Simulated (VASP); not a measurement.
# Rb (P6/mmm) in VASP: further runs

The runs below take Rb through relaxation of cell and atoms, with PBE.

All numbers are computed with VASP 6.6.1; they aren't measurements. Logs are shortened: lines on timing, memory, paths and dates and some standing lists are left out, and cuts for length are marked.

**1. The cell of the first run**

It takes space group P6/mmm (No. 191, hexagonal). The conventional cell has a = 7.191 Å, b = 7.191 Å, c = 4.288 Å, α = 90.00°, β = 90.00°, γ = 120.00°. Within 5.6 Å of Rb (site symmetry 6/mmm) lie 14 Rb at 4.29 to 4.67 Å. Within 5.4 Å of Rb (site symmetry -6m2) lie 11 Rb at 4.15 to 4.67 Å.

**2. Relaxation of cell and atoms, PBE, target pressure 1.9 GPa, at which the enthalpy is minimised**

The input, INCAR:

```
ALGO     = Normal         # electronic algorithm
EDIFF    = 1E-7           # SCF threshold, eV
EDIFFG   = -0.005         # ionic threshold
ENCUT    = 600            # plane-wave cutoff, eV
GGA      = PE             # functional
IBRION   = 2              # ionic algorithm
ISIF     = 3              # what is computed and relaxed
ISMEAR   = -1             # smearing method
LASPH    = True           # aspherical terms in the spheres
LCHARG   = False          # write CHGCAR
LREAL    = False          # projectors in reciprocal space
LWAVE    = False          # write WAVECAR
NELM     = 100            # most SCF steps
NSW      = 32             # ionic steps
PREC     = Accurate       # precision mode
PSTRESS  = 19.0         
SIGMA    = 0.08           # smearing width, eV
```

The input, KPOINTS:

```
k-points
0
Gamma
  5 5 7
```

The input, POSCAR:

```
Rb
1.0
    7.1909782681      0.0000000000      0.0000000000
   -3.5954891340      6.2275698582      0.0000000000
    0.0000000000      0.0000000000      4.2880513492
Rb
3
Direct
    0.0000000000      0.0000000000      0.0000000000
    0.3333333333      0.6666666667      0.5000000000
    0.6666666667      0.3333333333      0.5000000000
```

Potentials or basis: VASP PAW PBE potentials, release 64 (Rb_sv).

Run with:

```bash
cat potpaw_PBE.64/Rb_sv/POTCAR > POTCAR
mpirun -np 1 vasp_std > vasp.out
```

OUTCAR:

```text
EDIFF = 1E-7
   EDIFFG = -0.005
   ENCUT = 600
   GGA = PE
   IBRION = 2
   ISIF = 3
   ISMEAR = -1
   LASPH = True
   LREAL = False
   NELM = 100
   NSW = 32
   PREC = Accurate
   PSTRESS = 19.0

 ion  position               nearest neighbor table
   1  0.000  0.000  0.000-   2 4.67   3 4.67   2 4.67   3 4.67   2 4.67   2 4.67   3 4.67   3 4.67
                             3 4.67   3 4.67   2 4.67   2 4.67
   2  0.333  0.667  0.500-   3 4.15   3 4.15   3 4.15   1 4.67   1 4.67   1 4.67   1 4.67   1 4.67
                             1 4.67
   3  0.667  0.333  0.500-   2 4.15   2 4.15   2 4.15   1 4.67   1 4.67   1 4.67   1 4.67   1 4.67
                             1 4.67

  LATTYP: Found a hexagonal cell.
 ALAT       =     7.1909782681
 C/A-ratio  =     0.5963098746

  Lattice vectors:

 A1 = (   7.1909782681,   0.0000000000,   0.0000000000)
 A2 = (  -3.5954891340,   6.2275698582,   0.0000000000)
 A3 = (   0.0000000000,   0.0000000000,   4.2880513492)

Analysis of symmetry for initial positions (statically):
=====================================================================
 Subroutine PRICEL returns:
 Original cell was already a primitive cell.

 Routine SETGRP: Setting up the symmetry group for a
 hexagonal supercell.

 Subroutine GETGRP returns: Found 24 space group operations
 (whereof 24 operations were pure point group operations)
 out of a pool of 24 trial point group operations.

The static configuration has the point symmetry D_6h.

Analysis of symmetry for dynamics (positions and initial velocities):
=====================================================================
 Subroutine PRICEL returns:
 Original cell was already a primitive cell.

 Routine SETGRP: Setting up the symmetry group for a
 hexagonal supercell.

 Subroutine GETGRP returns: Found 24 space group operations
 (whereof 24 operations were pure point group operations)
 out of a pool of 24 trial point group operations.

The dynamic configuration has the point symmetry D_6h.

 Subroutine INISYM returns: Found 24 space group operations
 (whereof 24 operations are pure point group operations),
 and found     1 'primitive' translations

----------------------------------------------------------------------------------------

                                     Primitive cell

  volume of cell :     192.0289

  direct lattice vectors                    reciprocal lattice vectors
     7.190978268  0.000000000  0.000000000     0.139063138  0.080288140  0.000000000
    -3.595489134  6.227569858  0.000000000     0.000000000  0.160576280  0.000000000
     0.000000000  0.000000000  4.288051349     0.000000000  0.000000000  0.233206163

  length of vectors
     7.190978268  7.190978268  4.288051349     0.160576280  0.160576280  0.233206163

  position of ions in fractional coordinates (direct lattice)
     0.000000000  0.000000000  0.000000000
     0.333333333  0.666666667  0.500000000
     0.666666667  0.333333333  0.500000000

  ion indices of the primitive-cell ions
   primitive index   ion index
                 1           1
                 2           2
                 3           3

----------------------------------------------------------------------------------------

 KPOINTS: k-points

Automatic generation of k-mesh.
 Grid dimensions read from file:
 generate k-points for:    5    5    7

 Generating k-lattice:

  Cartesian coordinates                     Fractional coordinates (reciprocal lattice)
     0.027812628  0.016057628  0.000000000     0.200000000  0.000000000  0.000000000
     0.000000000  0.032115256  0.000000000     0.000000000  0.200000000  0.000000000
     0.000000000  0.000000000  0.033315166     0.000000000  0.000000000  0.142857143

  Length of vectors
     0.032115256  0.032115256  0.033315166

  Shift w.r.t. Gamma in fractional coordinates (k-lattice)
     0.000000000  0.000000000  0.000000000

 Subroutine IBZKPT returns following result:
 ===========================================

 Found     20 irreducible k-points:

 Following reciprocal coordinates:
            Coordinates               Weight
  0.000000  0.000000  0.000000      1.000000
  0.200000  0.000000  0.000000      6.000000
  0.400000  0.000000  0.000000      6.000000
  0.200000  0.200000  0.000000      6.000000
  0.400000  0.200000  0.000000      6.000000
  0.000000  0.000000  0.142857      2.000000
[... 12 lines left out ...]
  0.200000  0.200000  0.428571     12.000000
  0.400000  0.200000  0.428571     12.000000
   k-points           NKPTS =     20   k-points in BZ     NKDIM =     20   number of bands    NBANDS=     17
   number of dos      NEDOS =    301   number of ions     NIONS =      3
   total plane-waves  NPLWV = 129600
   dimension x,y,z NGX =    60 NGY =   60 NGZ =   36
   dimension x,y,z NGXF=   120 NGYF=  120 NGZF=   72
   ions per type =               3
   NGX,Y,Z   is equivalent  to a cutoff of  13.87, 13.87, 13.96 a.u.
   NGXF,Y,Z  is equivalent  to a cutoff of  27.74, 27.74, 27.91 a.u.
 SYSTEM =  unknown system
   PREC   = accura    normal or accurate (medium, high low for compatibility)
   ISTART =      0    job   : 0-new  1-cont  2-samecut
   ICHARG =      2    charge: 1-file 2-atom 10-const
   ISPIN  =      1    spin polarized calculation?
   LNONCOLLINEAR =      F non collinear calculations
   LSORBIT =      F    spin-orbit coupling
   LASPH  =      T    aspherical Exc in radial PAW
   ENCUT  =  600.0 eV  44.10 Ry    6.64 a.u.  14.36 14.36  8.56*2*pi/ulx,y,z
   NELM   =    100;   NELMIN=  2; NELMDL= -5     # of ELM steps
   EDIFF  = 0.1E-06   stopping-criterion for ELM
   LREAL  =      F    real-space projection
   EDIFFG = -.5E-02   stopping-criterion for IOM
   NSW    =     32    number of steps for IOM
   IBRION =      2    ionic relax: 0-MD 1-quasi-New 2-CG
   NFREE  =      1    steps in history (QN), initial steepest desc. (CG)
   ISIF   =      3    stress and relaxation
   ISYM   =      2    0-nonsym 1-usesym 2-fastsym
   POTIM  = 0.5000    time-step for ionic-motion
   TEBEG  =    0.0;   TEEND  =   0.0 temperature during run
   PSTRESS=   19.0 pullay stress
   NELECT =      27.0000    total number of electrons
   NUPDOWN=      -1.0000    fix difference up-down
   EMIN   =  10.00;   EMAX   =-10.00  energy-range for DOS
   EFERMI =   0.00;   METHOD = LEGACY
   ISMEAR =    -1;   SIGMA  =   0.08  broadening in eV -4-tet -1-fermi 0-gaus
   EFERMI_NEDOS =   21; number of points for ismear=-14 and -15
   IALGO  =     38    algorithm
   IMIX   =      4    mixing-type and parameters
     AMIX     =   0.40;   BMIX     =  1.00
     AMIX_MAG =   1.60;   BMIX_MAG =  1.00
  volume/ion in A,a.u.               =      64.01       431.96
  Fermi-wavevector in a.u.,A,eV,Ry     =   0.851283  1.608691  9.859905  0.724683
  Thomas-Fermi vector in A             =   1.967392
   LORBIT       =      0    0 simple, 1 ext, 2 COOP (PROOUT), +10 PAW based schemes
   GGA     = PE    functional components
   LHFCALC =     F    Hartree Fock is set to
   AEXX    =    0.0000 exact exchange contribution
   IVDW    =     0    specifies the selected vdW correction
   LEPSILON=     F    determine dielectric tensor
   LRPA    =     F    only Hartree local field effects (RPA)
 conjugate gradient relaxation of ions
 non-spin polarized calculation
  energy-cutoff  :      600.00
  volume of cell :      192.03
 maximum number of plane-waves:      6433
 NGX is ok and might be reduce to    60

 number of electron      27.0000000 magnetization

 Free energy of the ion-electron system (eV)
  ---------------------------------------------------
  ext. energy  EPLUGINS =         0.00000000
  ---------------------------------------------------
  free energy    TOTEN  =        -2.44479553 eV

  energy without entropy =       -2.39541377  energy(sigma->0) =       -2.42010465

 E-fermi :   0.9638     XC(G=0):  -6.3943

 val. band max:        0.9356467764   @ k =   0.2000   0.2000   0.1429
 cond. band min:       0.9669146476   @ k =   0.2000   0.2000   0.1429
 fundamental gap:      0.0312678712
 Fermi energy:         0.9638139620

 k-point     1 :       0.0000    0.0000    0.0000
  band No.  band energies     occupation
      1     -27.8985      2.00000
      2     -27.8718      2.00000
      3     -27.7442      2.00000
      4     -12.1183      2.00000
      5     -12.1183      2.00000
      6     -11.9686      2.00000
[... 9 lines left out ...]
     16       2.1912      0.00000
     17       2.1922      0.00000

 k-point     2 :       0.2000    0.0000    0.0000
  band No.  band energies     occupation
      1     -27.8962      2.00000
      2     -27.8740      2.00000
      3     -27.7443      2.00000
      4     -12.1377      2.00000
      5     -12.1157      2.00000
      6     -11.9450      2.00000
[... 9 lines left out ...]
     16       2.0896      0.00000
     17       2.4572      0.00000

 k-point     3 :       0.4000    0.0000    0.0000
  band No.  band energies     occupation
      1     -27.8908      2.00000
      2     -27.8792      2.00000
      3     -27.7445      2.00000
      4     -12.1618      2.00000
      5     -12.0846      2.00000
      6     -11.9630      2.00000
[... 9 lines left out ...]
     16       2.0765      0.00000
     17       2.9652      0.00000

 k-point     4 :       0.2000    0.2000    0.0000
  band No.  band energies     occupation
      1     -27.8922      2.00000
      2     -27.8779      2.00000
      3     -27.7445      2.00000
      4     -12.1488      2.00000
      5     -12.1037      2.00000
      6     -11.9564      2.00000
[... 9 lines left out ...]
     16       2.4584      0.00000
     17       2.4967      0.00000

 k-point     5 :       0.4000    0.2000    0.0000
  band No.  band energies     occupation
      1     -27.8877      2.00000
      2     -27.8823      2.00000
      3     -27.7446      2.00000
      4     -12.1536      2.00000
      5     -12.0690      2.00000
      6     -12.0099      2.00000
[... 9 lines left out ...]
     16       2.4679      0.00000
     17       3.0650      0.00000

 k-point     6 :       0.0000    0.0000    0.1429
  band No.  band energies     occupation
      1     -27.8962      2.00000
      2     -27.8697      2.00000
      3     -27.7420      2.00000
      4     -12.1121      2.00000
      5     -12.1121      2.00000
      6     -11.9566      2.00000
[... 9 lines left out ...]
     16       2.2006      0.00000
     17       2.2060      0.00000
[... 201 lines left out ...]
 k-point    17 :       0.2000    0.0000    0.4286
  band No.  band energies     occupation
      1     -27.8846      2.00000
      2     -27.8632      2.00000
      3     -27.7334      2.00000
      4     -12.1257      2.00000
      5     -12.0943      2.00000
      6     -12.0791      2.00000
[... 9 lines left out ...]
     16       2.0258      0.00000
     17       2.3215      0.00000

 k-point    18 :       0.4000    0.0000    0.4286
  band No.  band energies     occupation
      1     -27.8796      2.00000
      2     -27.8683      2.00000
      3     -27.7334      2.00000
      4     -12.1210      2.00000
      5     -12.1052      2.00000
      6     -12.0850      2.00000
[... 9 lines left out ...]
     16       2.0126      0.00000
     17       2.2750      0.00000

 k-point    19 :       0.2000    0.2000    0.4286
  band No.  band energies     occupation
      1     -27.8809      2.00000
      2     -27.8670      2.00000
      3     -27.7334      2.00000
      4     -12.1245      2.00000
      5     -12.1184      2.00000
      6     -12.0763      2.00000
[... 9 lines left out ...]
     16       2.0211      0.00000
     17       2.3265      0.00000

 k-point    20 :       0.4000    0.2000    0.4286
  band No.  band energies     occupation
      1     -27.8766      2.00000
      2     -27.8713      2.00000
      3     -27.7334      2.00000
      4     -12.1390      2.00000
      5     -12.1125      2.00000
      6     -12.0898      2.00000
[... 9 lines left out ...]
     16       2.1286      0.00000
     17       2.2415      0.00000

------------------------ aborting loop because EDIFF is reached ----------------------------------------

  FORCE on cell =-STRESS in cart. coord.  units (eV):
  Direction    XX          YY          ZZ          XY          YZ          ZX
  --------------------------------------------------------------------------------------
  -------------------------------------------------------------------------------------
  Total        2.2809686      2.2809686      2.2793712      0.0000000     -0.0000000      0.0000000
  in kB       19.0310754     19.0310754     19.0177474      0.0000000     -0.0000000      0.0000000
  external PRESSURE =       0.0266327 kB  Pullay stress =      19.0000000 kB

 VOLUME and BASIS-vectors are now :
 -----------------------------------------------------------------------------
  energy-cutoff  :      600.00
  volume of cell :      192.03
      direct lattice vectors                 reciprocal lattice vectors
     7.190978268  0.000000000  0.000000000     0.139063138  0.080288140  0.000000000
    -3.595489134  6.227569858  0.000000000     0.000000000  0.160576280  0.000000000
     0.000000000  0.000000000  4.288051349     0.000000000  0.000000000  0.233206163

 POSITION                                       TOTAL-FORCE (eV/Angst)
 -----------------------------------------------------------------------------------
      0.00000      0.00000      0.00000         0.000000      0.000000      0.000000
     -0.00000      4.15171      2.14403        -0.000000      0.000000     -0.000000
      3.59549      2.07586      2.14403         0.000000     -0.000000      0.000000
 -----------------------------------------------------------------------------------
    total drift:                                0.000000     -0.000000      0.000000

  FREE ENERGIE OF THE ION-ELECTRON SYSTEM (eV)
  ---------------------------------------------------
  free  energy   TOTEN  =        -2.4447955326 eV

  energy  without entropy=       -2.3954137700  energy(sigma->0) =       -2.42010465

  enthalpy is  TOTEN    =        -0.1675514609 eV   P V=        2.2772440717

 reached required accuracy - stopping structural energy minimisation
```

Wall time 65 s (1 thread of Intel Xeon 6975P-C (Granite Rapids), shared host); peak memory 0.35 GiB.

Results:

```
Free energy             : -2.4448 eV
Pressure after relaxing : 1.9 GPa
```

Final structure:
```
CELL_PARAMETERS angstrom
7.19098 0.00000 0.00000
-3.59549 6.22757 0.00000
0.00000 0.00000 4.28805
ATOMIC_POSITIONS crystal
Rb 0.00000 0.00000 0.00000
Rb 0.33333 0.66667 0.50000
Rb 0.66667 0.33333 0.50000
```

Levels at points of the mesh, in eV from the Fermi level:
```tsv
k point	band 9	band 10	band 11	band 12	band 13	band 14	band 15	band 16	band 17
(0.00, 0.00, 0.00)	-12.81	-12.77	-12.77	-12.71	-2.45	1.11	1.22	1.23	1.23
```

Caveat: the relaxation stopped at its first step, so nothing moved; the cell is relaxed towards a set pressure, so the enthalpy falls and the energy may rise.

**3. Relaxation of cell and atoms, PBE, target pressure 1.9 GPa, at which the enthalpy is minimised**

This run uses another cell than the first one, of the same volume but with other edges.

The input, INCAR:

```
PREC = Accurate ; ENCUT = 600
EDIFF = 1E-7 ; ISMEAR = -1
SIGMA = 0.08 ; LREAL = F
LASPH = T ; NELM = 60
ALGO = Normal ; ISIF = 3
LWAVE = F ; LCHARG = F
GGA = PE ; IBRION = 2
NSW = 60 ; EDIFFG = -0.005
PSTRESS = 19.0
```

The input, KPOINTS:

```
regular mesh
0
Gamma
  5 5 7
```

The input, POSCAR:

```
Rb
1.0
    7.1027913586      0.0000000000      0.0000000000
   -3.5513956793      6.1511977544      0.0000000000
    0.0000000000      0.0000000000      4.4037306424
Rb
3
Direct
    0.0000000000      0.0000000000      0.0000000000
    0.3333333333      0.6666666667      0.5000000000
    0.6666666667      0.3333333333      0.5000000000
```

Potentials or basis: VASP PAW PBE potentials, release 64 (Rb_sv).

Run with:

```bash
cat potpaw_PBE.64/Rb_sv/POTCAR > POTCAR
mpirun -np 1 vasp_std > vasp.out
```

Run time: 4.4 min. Hardware: 1 thread of Intel Xeon 6975P-C (Granite Rapids), shared host; peak memory 0.36 GiB.

Results (log left out):

- Free energy: -2.4450 eV
- Relaxed volume: 64.01 Å³/atom
- Relaxed cell: a = 7.190 Å, b = 7.190 Å, c = 4.289 Å, α = 90.00°, β = 90.00°, γ = 120.00°
- Space group after relaxing (to 0.05 Å): P6/mmm (No. 191)
- Energy change on relaxing (the enthalpy is what falls): -0.7 meV/atom
- Ionic steps: 6
- Pressure after relaxing: 1.9 GPa

The path:
```csv
step,energy change (eV),largest force (eV/Å),pressure (GPa),volume (Å³)
1,0.0000,0.0000,1.89,192.40
2,-0.0005,0.0000,1.89,192.25
3,0.0018,0.0000,1.92,191.74
4,0.0036,0.0000,1.92,191.56
5,0.0034,0.0000,1.92,191.58
6,-0.0022,0.0000,1.90,192.04
```

Final structure:
```xyz
3
Lattice="7.1902 0.0000 0.0000 -3.5951 6.2269 0.0000 0.0000 0.0000 4.2893" Properties=species:S:1:pos:R:3 pbc="T T T"
Rb    3.5951    6.2269    4.2893
Rb    0.0000    4.1513    2.1447
Rb    3.5951    2.0756    2.1447
```

Levels at points of the mesh, in eV from the Fermi level:
```
           k point  band 10  band 11  band 12  band 13  band 14  band 15  band 16  band 17
(0.00, 0.00, 0.00)   -12.77   -12.77   -12.71    -2.45     1.11     1.22     1.22     1.23
```

Caveat: the cell is relaxed towards a set pressure, so the enthalpy falls and the energy may rise.
